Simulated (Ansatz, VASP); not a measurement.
**One calculation of BAs, two programs**

INCAR

```
SYSTEM = BAs
  PREC = Accurate
  ENCUT = 520
  EDIFF = 1E-8
  ISMEAR = -1
  SIGMA = 0.05
  LREAL = .FALSE.
  LASPH = .TRUE.
  NELM = 100
  ALGO = Normal
  ISIF = 2
  LWAVE = .FALSE.
  LCHARG = .FALSE.
  LEFG = .TRUE.
  NBANDS = 11
```

Contents of KPOINTS:

```
Automatic mesh
0
G
  13 13 13
  0 0 0
```

Contents of POSCAR:

```
BAs
1.0
    0.0000000000      2.4353452264      2.4353452264
    2.4353452264      0.0000000000      2.4353452264
    2.4353452264      2.4353452264      0.0000000000
B As
1 1
Direct
    0.0000000000      0.0000000000      0.0000000000
    0.7500000000      0.7500000000      0.7500000000
```

Input for Ansatz:

```yaml
crystal:
  lattice:
    - [0.0, 2.4353452264, 2.4353452264]
    - [2.4353452264, 0.0, 2.4353452264]
    - [2.4353452264, 2.4353452264, 0.0]
  atoms:
    - { symbol: B, position: [0.0, 0.0, 0.0] }
    - { symbol: As, position: [0.75, 0.75, 0.75] }
kpoints:
  mp_grid: { grid: [13, 13, 13] }
scf:
  occupations: { method: fermi_dirac, width: 0.05 }
hamiltonian:
  xc: lda
  pseudopotentials: { kind: all_electron, datasets: crystal }
output:
  forces: true
  stress: true
  eigenvalues: true
  efg: { contact_densities: true }
```

Change from the starting cell: volume scaled by 1.06, crystal datasets.

Alike in both runs: task electric field gradients; functional LDA; k mesh 13 × 13 × 13; occupations fermi-dirac, width 0.05 eV; no spin polarisation.

|  | VASP | Ansatz |
| --- | --- | --- |
| version | VASP 6.6.1 | Ansatz 0.2.0 |
| potentials or method | VASP PAW LDA potentials, release 64 (B, As), cutoff 520 eV | all-electron PAW with datasets made for the crystal, scalar-relativistic |

Ansatz gave:

| Quantity | Value |
| --- | --- |
| pressure (GPa) | -10.7 |

Problem. What did VASP give for the same quantities?

Solution. Pressure (GPa): -10.0.

LDA's correlation is that of Perdew and Zunger in VASP and of Perdew and Wang (1992) in Ansatz. Ansatz ran all-electron here, and VASP with PAW potentials.
